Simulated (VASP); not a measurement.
A run of VASP 6.6.1 is set up as follows.

The input INCAR:

```
SYSTEM = PtS2
PREC = Accurate
ENCUT = 500
EDIFF = 1E-6
ISMEAR = -1
SIGMA = 0.02
LREAL = .False.
LASPH = .True.
NELM = 120
ALGO = Normal
ISIF = 2
LWAVE = .False.
LCHARG = .False.
GGA = PE
IVDW = 12
NBANDS = 18
GGA_COMPAT = .False.
```

KPOINTS

```
Automatic mesh
0
Gamma
  12 12 4
  0 0 0
```

Contents of POSCAR:

```
PtS2
1.0
    3.5834054633      0.0000000000      0.0000000000
   -1.7917027317      3.1033201632      0.0000000000
    0.0000000000      0.0000000000      4.6603561620
Pt S
1 2
Direct
    0.0000000000      0.0000000000      0.0000000000
    0.6666666667      0.3333333333      0.7412158372
    0.3333333333      0.6666666667      0.2587841628
```

Potentials or basis: VASP PAW PBE potentials, release 64 (Pt, S).

Run with:

```console
$ cat potpaw_PBE.64/Pt/POTCAR potpaw_PBE.64/S/POTCAR > POTCAR
$ mpirun -np 1 vasp_std > vasp.out
```

What does it give for the largest force?

0.040 eV/Å.

Predict the dispersion energy per atom.

-0.452 eV.

What does it give for the band gap on the k mesh?

0.07 eV, indirect (least direct gap 0.69 eV).

Stress tensor (GPa, compression positive):
```
-0.51  0.00  0.00
 0.00 -0.51  0.00
 0.00  0.00 -0.31
```

Caveat: spin-orbit coupling is left out, which moves the levels of the heavy elements. A k mesh can miss the band edges.
